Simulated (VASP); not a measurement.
Ag, 2 atoms in the cell. It takes space group C2/c (No. 15, monoclinic). The conventional cell has a = 2.814 Å, b = 4.872 Å, c = 4.669 Å, α = 90.00°, β = 90.16°, γ = 90.00°. Ag (site symmetry 2) has 12 Ag at 2.81 to 2.85 Å within 3.7 Å.  This cell differs from its parent crystal: volume scaled by 0.96.

```yaml
Program: VASP 6.6.1
Task: single point
Functional: PBEsol
Potentials_or_basis: VASP PAW PBE potentials, release 64 (Ag)
Cutoff: 520 eV
k_mesh: 16 × 16 × 8
Occupations: fermi-dirac, width 0.1 eV
Spin: no spin polarisation
Dipole_correction: no
Further_INCAR_settings: ALGO = Normal; EDIFF = 1e-07; NBANDS = 18
```

Potentials or basis: VASP PAW PBE potentials, release 64 (Ag).

Run with:

```bash
$ cat potpaw_PBE.64/Ag/POTCAR > POTCAR
$ mpirun -np 1 vasp_std > vasp.out
```

Hardware: 1 thread of Intel(R) Xeon(R) 6975P-C (Granite Rapids), with other jobs on the host.

Problem. How long does it take, and how much memory?

Solution. Wall time 2.5 min on 1 thread of Intel(R) Xeon(R) 6975P-C (Granite Rapids), on a shared host, peak memory 0.37 GiB. Counts: scf iterations 12, k points 554.
